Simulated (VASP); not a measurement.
# MoS2 (R3m) in VASP: notebook

The runs below take MoS2 through relaxation of shape and atoms at fixed volume, with PBE+D3(BJ).

All numbers are computed with VASP 6.6.1; they aren't measurements. Logs are shortened: lines on timing, memory, paths and dates and some standing lists are left out, and cuts for length are marked.

## 1. The cell of the first run

Symmetry: R3m, No. 160, trigonal system. The conventional cell has a = 3.070 Å, b = 3.070 Å, c = 16.702 Å, α = 90.00°, β = 90.00°, γ = 120.00°. Mo (site symmetry 3m) has 6 S at 2.35 Å and 6 Mo at 3.07 Å within 3.1 Å. S (site symmetry 3m) has 3 Mo at 2.35 Å and 10 S at 3.04 to 3.09 Å within 3.1 Å. Within 3.1 Å of S (site symmetry 3m) lie 3 Mo at 2.35 Å and 10 S at 3.04 to 3.09 Å.

## 2. Relaxation of shape and atoms at fixed volume, PBE+D3(BJ) (15.14 Å³/atom)

The input, INCAR:

```
SYSTEM = MoS2
ALGO = Normal ; EDIFF = 1E-7
EDIFFG = -0.01 ; ENCUT = 600
GGA = PE ; IBRION = 2
ISIF = 4 ; ISMEAR = 0
IVDW = 12 ; LASPH = .TRUE.
LCHARG = .FALSE. ; LREAL = .FALSE.
LWAVE = .FALSE. ; NELM = 60
NSW = 50 ; PREC = Accurate
SIGMA = 0.02
```

The input, KPOINTS:

```
k-points
0
G
  12 12 12
  0 0 0
```

The input, POSCAR:

```
MoS2
1.0
    1.5348282619      0.8861335102      5.5674990844
   -1.5348282619      0.8861335102      5.5674990844
    0.0000000000     -1.7722670203      5.5674990844
Mo S
1 2
Direct
    0.0000239177      0.0000239177      0.0000239177
    0.2409208268      0.2409208268      0.2409208268
    0.4260552556      0.4260552556      0.4260552556
```

Potentials or basis: VASP PAW PBE potentials, release 64 (Mo_sv, S).

Command:

```bash
$ cat potpaw_PBE.64/Mo_sv/POTCAR potpaw_PBE.64/S/POTCAR > POTCAR
$ mpirun -np 1 vasp_std > vasp.out
```

OUTCAR:

```text
SYSTEM = MoS2
   EDIFF = 1E-7
   EDIFFG = -0.01
   ENCUT = 600
   GGA = PE
   IBRION = 2
   ISIF = 4
   ISMEAR = 0
   IVDW = 12
   LASPH = .TRUE.
   LREAL = .FALSE.
   NELM = 60
   NSW = 50
   PREC = Accurate
 IVDW          = 12

 ion  position               nearest neighbor table
   1  0.000  0.000  0.000-   2 2.35   2 2.35   2 2.35   3 2.35   3 2.35   3 2.35
   2  0.241  0.241  0.241-   1 2.35   1 2.35   1 2.35
   3  0.426  0.426  0.426-   1 2.35   1 2.35   1 2.35

  LATTYP: Found a trigonal (rhomboedric) cell.
 ALAT       =     5.8427712985
 COS(alpha) =     0.8619896058

  Lattice vectors:

 A1 = (   1.5348282619,   0.8861335102,   5.5674990844)
 A2 = (  -1.5348282619,   0.8861335102,   5.5674990844)
 A3 = (   0.0000000000,  -1.7722670203,   5.5674990844)

Analysis of symmetry for initial positions (statically):
=====================================================================
 Subroutine PRICEL returns:
 Original cell was already a primitive cell.

 Routine SETGRP: Setting up the symmetry group for a
 trigonal (rhombohedral) supercell.

 Subroutine GETGRP returns: Found  6 space group operations
 (whereof  6 operations were pure point group operations)
 out of a pool of 12 trial point group operations.

The static configuration has the point symmetry C_3v.

Analysis of symmetry for dynamics (positions and initial velocities):
=====================================================================
 Subroutine PRICEL returns:
 Original cell was already a primitive cell.

 Routine SETGRP: Setting up the symmetry group for a
 trigonal (rhombohedral) supercell.

 Subroutine GETGRP returns: Found  6 space group operations
 (whereof  6 operations were pure point group operations)
 out of a pool of 12 trial point group operations.

The dynamic configuration has the point symmetry C_3v.

 Subroutine INISYM returns: Found  6 space group operations
 (whereof  6 operations are pure point group operations),
 and found     1 'primitive' translations

----------------------------------------------------------------------------------------

                                     Primitive cell

  volume of cell :      45.4329

  direct lattice vectors                    reciprocal lattice vectors
     1.534828262  0.886133510  5.567499084     0.325769347  0.188083020  0.059871287
    -1.534828262  0.886133510  5.567499084    -0.325769347  0.188083020  0.059871287
     0.000000000 -1.772267020  5.567499084     0.000000000 -0.376166040  0.059871287

  length of vectors
     5.842771298  5.842771298  5.842771298     0.380900854  0.380900854  0.380900854

  position of ions in fractional coordinates (direct lattice)
     0.000023918  0.000023918  0.000023918
     0.240920827  0.240920827  0.240920827
     0.426055256  0.426055256  0.426055256

  ion indices of the primitive-cell ions
   primitive index   ion index
                 1           1
                 2           2
                 3           3

----------------------------------------------------------------------------------------

 KPOINTS: k-points

Automatic generation of k-mesh.
 Grid dimensions read from file:
 generate k-points for:   12   12   12

 Generating k-lattice:

  Cartesian coordinates                     Fractional coordinates (reciprocal lattice)
     0.027147446  0.015673585  0.004989274     0.083333333 -0.000000000  0.000000000
    -0.027147446  0.015673585  0.004989274    -0.000000000  0.083333333  0.000000000
     0.000000000 -0.031347170  0.004989274     0.000000000  0.000000000  0.083333333

  Length of vectors
     0.031741738  0.031741738  0.031741738

  Shift w.r.t. Gamma in fractional coordinates (k-lattice)
     0.000000000  0.000000000  0.000000000

 Subroutine IBZKPT returns following result:
 ===========================================

 Found    189 irreducible k-points:

 Following reciprocal coordinates:
            Coordinates               Weight
  0.000000  0.000000  0.000000      1.000000
  0.083333 -0.000000 -0.000000      6.000000
  0.166667 -0.000000 -0.000000      6.000000
  0.250000  0.000000 -0.000000      6.000000
  0.333333 -0.000000 -0.000000      6.000000
  0.416667  0.000000 -0.000000      6.000000
[... 16 lines left out ...]
  0.500000  0.166667 -0.000000     12.000000
 -0.416667  0.166667 -0.000000     12.000000
 [... further k-points ...]
   k-points           NKPTS =    189   k-points in BZ     NKDIM =    189   number of bands    NBANDS=     17
   number of dos      NEDOS =    301   number of ions     NIONS =      3
   total plane-waves  NPLWV = 110592
   dimension x,y,z NGX =    48 NGY =   48 NGZ =   48
   dimension x,y,z NGXF=    96 NGYF=   96 NGZF=   96
   ions per type =               1   2
   NGX,Y,Z   is equivalent  to a cutoff of  13.66, 13.66, 13.66 a.u.
   NGXF,Y,Z  is equivalent  to a cutoff of  27.32, 27.32, 27.32 a.u.
 SYSTEM =  MoS2
   PREC   = accura    normal or accurate (medium, high low for compatibility)
   ISTART =      0    job   : 0-new  1-cont  2-samecut
   ICHARG =      2    charge: 1-file 2-atom 10-const
   ISPIN  =      1    spin polarized calculation?
   LNONCOLLINEAR =      F non collinear calculations
   LSORBIT =      F    spin-orbit coupling
   LASPH  =      T    aspherical Exc in radial PAW
   ENCUT  =  600.0 eV  44.10 Ry    6.64 a.u.  11.67 11.67 11.67*2*pi/ulx,y,z
   NELM   =     60;   NELMIN=  2; NELMDL= -5     # of ELM steps
   EDIFF  = 0.1E-06   stopping-criterion for ELM
   LREAL  =      F    real-space projection
   EDIFFG = -.1E-01   stopping-criterion for IOM
   NSW    =     50    number of steps for IOM
   IBRION =      2    ionic relax: 0-MD 1-quasi-New 2-CG
   NFREE  =      1    steps in history (QN), initial steepest desc. (CG)
   ISIF   =      4    stress and relaxation
   ISYM   =      2    0-nonsym 1-usesym 2-fastsym
   POTIM  = 0.5000    time-step for ionic-motion
   TEBEG  =    0.0;   TEEND  =   0.0 temperature during run
   PSTRESS=    0.0 pullay stress
   NELECT =      26.0000    total number of electrons
   NUPDOWN=      -1.0000    fix difference up-down
   EMIN   =  10.00;   EMAX   =-10.00  energy-range for DOS
   EFERMI =   0.00;   METHOD = LEGACY
   ISMEAR =     0;   SIGMA  =   0.02  broadening in eV -4-tet -1-fermi 0-gaus
   EFERMI_NEDOS =   21; number of points for ismear=-14 and -15
   IALGO  =     38    algorithm
   IMIX   =      4    mixing-type and parameters
     AMIX     =   0.40;   BMIX     =  1.00
     AMIX_MAG =   1.60;   BMIX_MAG =  1.00
  volume/ion in A,a.u.               =      15.14       102.20
  Fermi-wavevector in a.u.,A,eV,Ry     =   1.359176  2.568471 25.134866  1.847361
  Thomas-Fermi vector in A             =   2.485947
   LORBIT       =      0    0 simple, 1 ext, 2 COOP (PROOUT), +10 PAW based schemes
   GGA     = PE    functional components
   LHFCALC =     F    Hartree Fock is set to
   AEXX    =    0.0000 exact exchange contribution
   IVDW    =    12    specifies the selected vdW correction
   LEPSILON=     F    determine dielectric tensor
   LRPA    =     F    only Hartree local field effects (RPA)
 conjugate gradient relaxation of ions
 non-spin polarized calculation
 Gauss-broadening in eV      SIGMA  =   0.02
  energy-cutoff  :      600.00
  volume of cell :       45.43
 maximum number of plane-waves:      1534
   NGX = 23   NGY = 23   NGZ = 23

--------------------------------------- Ionic step        1  -------------------------------------------

 number of electron      25.9999999 magnetization

 Free energy of the ion-electron system (eV)
  ---------------------------------------------------
  ext. energy  EPLUGINS =         0.00000000
  ---------------------------------------------------
  free energy    TOTEN  =       -21.38956603 eV

  energy without entropy =      -21.38956603  energy(sigma->0) =      -21.38956603

------------------------ aborting loop because EDIFF is reached ----------------------------------------

 Edisp (eV)   -1.51067

 E8    (eV) :    -0.6097

  FORCE on cell =-STRESS in cart. coord.  units (eV):
  Direction    XX          YY          ZZ          XY          YZ          ZX
  --------------------------------------------------------------------------------------
  -------------------------------------------------------------------------------------
  Total       3.83783     3.83783     4.13256     0.00000     0.00000     0.00000
  in kB     135.33984   135.33984   145.73362     0.00000     0.00000     0.00000
  external pressure =      138.80 kB  Pullay stress =        0.00 kB
[... 268 lines left out ...]
  energy  without entropy=      -22.9143981043  energy(sigma->0) =      -22.91439810

--------------------------------------- Ionic step        8  -------------------------------------------

 number of electron      26.0000000 magnetization

 Free energy of the ion-electron system (eV)
  ---------------------------------------------------
  ext. energy  EPLUGINS =         0.00000000
  ---------------------------------------------------
  free energy    TOTEN  =       -21.40274677 eV

  energy without entropy =      -21.40274677  energy(sigma->0) =      -21.40274677

 E-fermi :  10.4711     XC(G=0): -11.8465

 val. band max:       10.3236518145   @ k =   0.5000   0.5000   0.5000
 cond. band min:      10.6259462097   @ k =  -0.1667   0.1667   0.0000
 fundamental gap:      0.3022943953
 Fermi energy:        10.4711206874

 k-point     1 :       0.0000    0.0000    0.0000
  band No.  band energies     occupation
      1     -51.6137      2.00000
      2     -25.8433      2.00000
      3     -25.5064      2.00000
      4     -25.5064      2.00000
      5      -6.0129      2.00000
      6      -3.4520      2.00000
[... 9 lines left out ...]
     16      12.5491      0.00000
     17      12.5491      0.00000
[... 443 lines left out ...]
      1     -51.5518      2.00000
      2     -25.9866      2.00000
      3     -25.7275      2.00000
      4     -25.7092      2.00000
      5      -3.3044      2.00000
      6      -3.0174      2.00000
[... 9 lines left out ...]
     16      12.4589      0.00000
     17      14.2080      0.00000

 [... further k-points ...]

------------------------ aborting loop because EDIFF is reached ----------------------------------------

 Edisp (eV)   -1.51167

 E8    (eV) :    -0.6103

  FORCE on cell =-STRESS in cart. coord.  units (eV):
  Direction    XX          YY          ZZ          XY          YZ          ZX
  --------------------------------------------------------------------------------------
  -------------------------------------------------------------------------------------
  Total       3.06858     3.06858     3.06278     0.00000     0.00000    -0.00000
  in kB     108.21257   108.21257   108.00789     0.00000     0.00000    -0.00000
  external pressure =      108.14 kB  Pullay stress =        0.00 kB
[... 18 lines left out ...]
  FREE ENERGIE OF THE ION-ELECTRON SYSTEM (eV)
  ---------------------------------------------------
  free  energy   TOTEN  =       -22.9144173519 eV

  energy  without entropy=      -22.9144173519  energy(sigma->0) =      -22.91441735

 reached required accuracy - stopping structural energy minimisation
```

It took 24 min on 1 thread of Intel Xeon Platinum 8488C (Sapphire Rapids), shared host; peak memory 0.46 GiB.

What came out:

| Quantity | Value |
| --- | --- |
| Free energy | -22.9144 eV |
| Energy gained by relaxing | 4.7 meV/atom |
| Ionic steps | 8 |
| Pressure after relaxing | 10.8 GPa |
| Band gap on the k mesh | 0.30 eV (least direct gap 1.64 eV) |
| Dispersion energy per atom | -0.504 eV |

Forces in eV/Å, atoms in the order of the input:
```
Mo   0.000  0.000 -0.001
S    0.000  0.000 -0.002
S    0.000  0.000  0.003
```

Step by step:
```
step  energy change (eV)  largest force (eV/Å)  pressure (GPa)  volume (Å³)
   1              0.0000                0.5493           13.88        45.43
   2             -0.0100                0.1363           10.67        45.43
   3             -0.0112                0.0431           11.45        45.43
   4             -0.0138                0.0218           11.03        45.43
   5             -0.0142                0.0250           10.82        45.43
   6             -0.0142                0.0243           10.83        45.43
   7             -0.0142                0.0360           10.80        45.43
   8             -0.0142                0.0030           10.81        45.43
```

Final structure:
```cif
data_structure
_symmetry_space_group_name_H-M 'P 1'
_symmetry_Int_Tables_number 1
_cell_length_a 5.8106
_cell_length_b 5.8106
_cell_length_c 5.8106
_cell_angle_alpha 30.732
_cell_angle_beta 30.732
_cell_angle_gamma 30.732
_cell_volume 45.43
loop_
_atom_site_label
_atom_site_type_symbol
_atom_site_fract_x
_atom_site_fract_y
_atom_site_fract_z
_atom_site_occupancy
Mo1 Mo 0.99999 0.99999 0.99999 1
S1 S 0.23928 0.23928 0.23928 1
S2 S 0.42773 0.42773 0.42773 1
```

Caveat: semilocal functionals underestimate gaps, and a narrow one can read as zero. A k mesh can miss the band edges.

## 3. Relaxation of shape and atoms at fixed volume, PBE+D3(BJ) (15.66 Å³/atom)

This run uses another cell than the first one, of 15.66 Å³/atom.

The input, INCAR:

```
PREC = Accurate ; ENCUT = 600
EDIFF = 1E-7 ; ISMEAR = 0
SIGMA = 0.02 ; LREAL = False
LASPH = True ; NELM = 60
ALGO = Normal ; ISIF = 4
LWAVE = False ; LCHARG = False
GGA = PE ; IVDW = 12
IBRION = 2 ; NSW = 50
EDIFFG = -0.01
```

The input, KPOINTS:

```
regular mesh
0
Gamma
  12 12 12
```

The input, POSCAR:

```
MoS2
1.0
    1.5452689657      0.8921614533      5.6797639189
   -1.5452689657      0.8921614533      5.6797639189
    0.0000000000     -1.7843229066      5.6797639189
Mo S
1 2
Direct
    0.0000492343      0.0000492343      0.0000492343
    0.2427180768      0.2427180768      0.2427180768
    0.4242326890      0.4242326890      0.4242326890
```

Potentials or basis: VASP PAW PBE potentials, release 64 (Mo_sv, S).

Command:

```bash
$ cat potpaw_PBE.64/Mo_sv/POTCAR potpaw_PBE.64/S/POTCAR > POTCAR
$ mpirun -np 1 vasp_std > vasp.out
```

Wall time 26 min (1 thread of Intel Xeon Platinum 8488C (Sapphire Rapids), shared host); peak memory 0.47 GiB.

The run converged. Its results:

```
Free energy                  : -23.0001 eV
Energy gained by relaxing    : 4.9 meV/atom
Ionic steps                  : 8
Pressure after relaxing      : 7.0 GPa
Largest force after relaxing : 0.003 eV/Å
Band gap on the k mesh       : 0.44 eV (least direct gap 1.78 eV)
Dispersion energy per atom   : -0.486 eV
```

Forces on the atoms (eV/Å):
```
Mo   0.000  0.000 -0.001
S    0.000  0.000 -0.002
S    0.000  0.000  0.003
```

Step by step:
| step | energy change (eV) | largest force (eV/Å) | pressure (GPa) | volume (Å³) |
| --- | --- | --- | --- | --- |
| 1 | 0.0000 | 0.5300 | 10.08 | 46.98 |
| 2 | -0.0101 | 0.0995 | 7.11 | 46.98 |
| 3 | -0.0109 | 0.0398 | 7.72 | 46.98 |
| 4 | -0.0140 | 0.0211 | 7.25 | 46.98 |
| 5 | -0.0145 | 0.0200 | 6.96 | 46.98 |
| 6 | -0.0145 | 0.0194 | 6.97 | 46.98 |
| 7 | -0.0145 | 0.0290 | 6.94 | 46.98 |
| 8 | -0.0146 | 0.0032 | 6.96 | 46.98 |

Final structure:
```yaml
crystal:
  lattice:
    - [1.55146, 0.89574, 5.63451]
    - [-1.55146, 0.89574, 5.63451]
    - [0.00000, -1.79147, 5.63451]
  atoms:
    - { symbol: Mo, position: [0.00003, 0.00003, 0.00003] }
    - { symbol: S, position: [0.24100, 0.24100, 0.24100] }
    - { symbol: S, position: [0.42598, 0.42598, 0.42598] }
```

Levels at points of the mesh, in eV from the valence-band top:
| k point | band 9 | band 10 | band 11 | band 12 | band 13 | band 14 | band 15 | band 16 | band 17 |
| --- | --- | --- | --- | --- | --- | --- | --- | --- | --- |
| (0.00, 0.00, 0.00) | -3.69 | -2.60 | -2.60 | -1.85 | -0.77 | 1.63 | 1.63 | 2.26 | 2.26 |
| (0.50, 0.00, 0.00) | -5.54 | -4.49 | -2.66 | -1.95 | -1.72 | 1.50 | 1.76 | 2.80 | 3.44 |
| (0.50, 0.50, 0.00) | -5.18 | -4.24 | -3.65 | -2.33 | -1.71 | 1.38 | 1.97 | 2.75 | 3.91 |
| (0.50, 0.50, 0.50) | -3.74 | -3.74 | -2.50 | -2.50 | 0.00 | 1.78 | 1.78 | 1.99 | 1.99 |

Caveat: semilocal functionals underestimate gaps, and a narrow one can read as zero.
